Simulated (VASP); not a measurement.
# Os (Pm-3m) in VASP: notebook, part 2 of 2

VASP 6.6.1.

## Step 3: Single point, revPBE (volume scaled by 0.88)

INCAR

```
SYSTEM = Os
PREC = Accurate ; ENCUT = 520
EDIFF = 1E-6 ; ISMEAR = -1
SIGMA = 0.1 ; LREAL = .FALSE.
LASPH = .TRUE. ; NELM = 60
ALGO = Normal ; ISIF = 2
LWAVE = .FALSE. ; LCHARG = .TRUE.
GGA = RE ; LELF = .TRUE.
LVHAR = .TRUE. ; NBANDS = 10
```

KPOINTS

```
Automatic mesh
0
G
  14 14 14
  0 0 0
```

POSCAR

```
Os
1.0
    2.4581955133      0.0000000000      0.0000000000
    0.0000000000      2.4581955133      0.0000000000
    0.0000000000      0.0000000000      2.4581955133
Os
1
Direct
    0.0000000000      0.0000000000      0.0000000000
```

Potentials or basis: VASP PAW PBE potentials, release 64 (Os).

Launch:

```bash
cat potpaw_PBE.64/Os/POTCAR > POTCAR
mpirun -np 1 vasp_std > vasp.out
```

OUTCAR:

```text
SYSTEM = Os
   PREC = Accurate
   ENCUT = 520
   EDIFF = 1E-6
   ISMEAR = -1
   LREAL = .FALSE.
   LASPH = .TRUE.
   NELM = 60
   ISIF = 2
   GGA = RE

 ion  position               nearest neighbor table
   1  0.000  0.000  0.000-

  LATTYP: Found a simple cubic cell.
 ALAT       =     2.4581955133

  Lattice vectors:

 A1 = (   2.4581955133,   0.0000000000,   0.0000000000)
 A2 = (   0.0000000000,   2.4581955133,   0.0000000000)
 A3 = (   0.0000000000,   0.0000000000,   2.4581955133)

Analysis of symmetry for initial positions (statically):
=====================================================================
 Subroutine PRICEL returns:
 Original cell was already a primitive cell.

 Routine SETGRP: Setting up the symmetry group for a
 simple cubic supercell.

 Subroutine GETGRP returns: Found 48 space group operations
 (whereof 48 operations were pure point group operations)
 out of a pool of 48 trial point group operations.

The static configuration has the point symmetry O_h .

Analysis of symmetry for dynamics (positions and initial velocities):
=====================================================================
[... 155 lines left out ...]
 E-fermi :   8.8821     XC(G=0): -13.5075

 val. band max:        8.8723683873   @ k =   0.2857   0.0714   0.0714
 cond. band min:       8.8929290545   @ k =   0.5000   0.0714   0.0000
 fundamental gap:      0.0205606671
 Fermi energy:         8.8821420679

 k-point     1 :       0.0000    0.0000    0.0000
  band No.  band energies     occupation
      1      -1.5629      2.00000
      2       1.9286      2.00000
      3       1.9286      2.00000
      4      11.6247      0.00000
      5      11.6247      0.00000
      6      11.6247      0.00000
      7      25.2491      0.00000
      8      25.2491      0.00000
      9      25.2491      0.00000
     10      31.9189      0.00000
[... 287 lines left out ...]
 k-point    24 :       0.3571    0.2143    0.0000
  band No.  band energies     occupation
      1       2.2248      2.00000
      2       3.7292      2.00000
      3       5.5998      2.00000
      4       8.5381      1.93787
      5       9.0725      0.25943
      6      10.3169      0.00000
      7      18.7145      0.00000
      8      24.7178      0.00000
      9      27.8626      0.00000
     10      33.4584      0.00000

 [... further k-points ...]
[... 5 lines left out ...]
  --------------------------------------------------------------------------------------
  -------------------------------------------------------------------------------------
  Total        4.2401025      4.2401025      4.2401025     -0.0000000     -0.0000000      0.0000000
  in kB      457.3384028    457.3384028    457.3384028     -0.0000000     -0.0000000      0.0000000
  external PRESSURE =     457.3384028 kB  Pullay stress =       0.0000000 kB

 VOLUME and BASIS-vectors are now :
 -----------------------------------------------------------------------------
  energy-cutoff  :      520.00
  volume of cell :       14.85
      direct lattice vectors                 reciprocal lattice vectors
     2.458195513  0.000000000  0.000000000     0.406802467  0.000000000  0.000000000
     0.000000000  2.458195513  0.000000000     0.000000000  0.406802467  0.000000000
     0.000000000  0.000000000  2.458195513     0.000000000  0.000000000  0.406802467

 POSITION                                       TOTAL-FORCE (eV/Angst)
 -----------------------------------------------------------------------------------
      0.00000      0.00000      0.00000         0.000000      0.000000      0.000000
 -----------------------------------------------------------------------------------
    total drift:                                0.000000      0.000000     -0.000000

  FREE ENERGIE OF THE ION-ELECTRON SYSTEM (eV)
  ---------------------------------------------------
  free  energy   TOTEN  =        -8.9959950074 eV

  energy  without entropy=       -8.9492004561  energy(sigma->0) =       -8.97259773
```

stdout:

```text
POSCAR found type information on POSCAR Os
 POSCAR found :  1 types and       1 ions
 scaLAPACK will be used
 -----------------------------------------------------------------------------
|                                                                             |
|                                                                             |
|     You enforced a specific xc type in the INCAR file but a different       |
|     I HOPE YOU KNOW WHAT YOU ARE DOING!                                     |
|                                                                             |
 -----------------------------------------------------------------------------

 LDA part: xc-table for (Slater+PW92), standard interpolation
 POSCAR, INCAR and KPOINTS ok, starting setup
 FFT: planning ... GRIDC
 FFT: planning ... GRID_SOFT
 FFT: planning ... GRID
 WAVECAR not read
 entering main loop
```

It took 27 s on 1 thread of AMD EPYC 7R13, shared host; peak memory 0.1 GiB.

Results:

```
Free energy            : -8.9960 eV
Pressure               : 45.7 GPa
Band gap on the k mesh : zero (band 4 reaches 14.78 eV, above the bottom of band 5 at 7.69 eV)
```

Caveat: the PAW data sets were made with another functional, which shifts forces and pressure a little; spin-orbit coupling is left out, which moves the levels of the heavy elements.

## Step 4: Single point, revPBE (volume scaled by 0.92)

INCAR

```
PREC = Accurate
ENCUT = 520
EDIFF = 1E-7
ISMEAR = -1
SIGMA = 0.1
LREAL = F
LASPH = T
NELM = 80
ALGO = Normal
ISIF = 2
LWAVE = F
LCHARG = T
GGA = RE
LELF = T
LVHAR = T
NBANDS = 10
```

KPOINTS

```
Automatic mesh
0
Gamma
  14 14 14
```

POSCAR

```
Os
1.0
    2.4948904085      0.0000000000      0.0000000000
    0.0000000000      2.4948904085      0.0000000000
    0.0000000000      0.0000000000      2.4948904085
Os
1
Direct
    0.0000000000      0.0000000000      0.0000000000
```

Launch:

```bash
cat potpaw_PBE.64/Os/POTCAR > POTCAR
mpirun -np 1 vasp_std > vasp.out
```

It took 33 s on 1 thread of AMD EPYC 7R13, shared host; peak memory 0.11 GiB.

Results (log left out):

| Quantity | Value |
| --- | --- |
| Free energy | -9.1479 eV |
| Pressure | 26.9 GPa |
| Band gap on the k mesh | zero (band 4 reaches 13.73 eV, above the bottom of band 5 at 7.14 eV) |

Levels at points of the mesh, in eV from the Fermi level:
```csv
k point,band 1,band 2,band 3,band 4,band 5,band 6,band 7,band 8,band 9
"(0.00, 0.00, 0.00)",-10.05,-6.54,-6.54,2.55,2.55,2.55,16.03,16.03,16.03
"(0.50, 0.00, 0.00)",-6.67,-5.61,-1.36,-1.10,-1.10,2.93,7.87,15.73,20.64
"(0.50, 0.50, 0.00)",-7.42,-4.89,-0.39,-0.39,4.69,4.69,5.23,14.01,15.22
"(0.50, 0.50, 0.50)",-5.83,-5.83,-5.83,5.50,5.50,8.17,12.01,12.01,12.01
```

Caveat: the PAW data sets were made with another functional, which shifts forces and pressure a little; spin-orbit coupling is left out, which moves the levels of the heavy elements.

## Step 5: Summary

```csv
cell,k mesh,gap on the mesh (eV),pressure (GPa)
"a = 2.565 Å, 1 atom",13 × 13 × 13,none,-0.5
"a = 2.458 Å, 1 atom",14 × 14 × 14,none,45.7
"a = 2.495 Å, 1 atom",14 × 14 × 14,none,26.9
```

Alike in all rows: task single point; level revPBE; potentials or basis VASP PAW PBE potentials, release 64 (Os); no spin polarisation; cutoff (eV) 520; smearing fermi-dirac 0.1 eV.

Caveats: the PAW data sets were made with another functional, which shifts forces and pressure a little; spin-orbit coupling is left out, which moves the levels of the heavy elements.

Absolute energies hang on the potentials; compare differences alone.
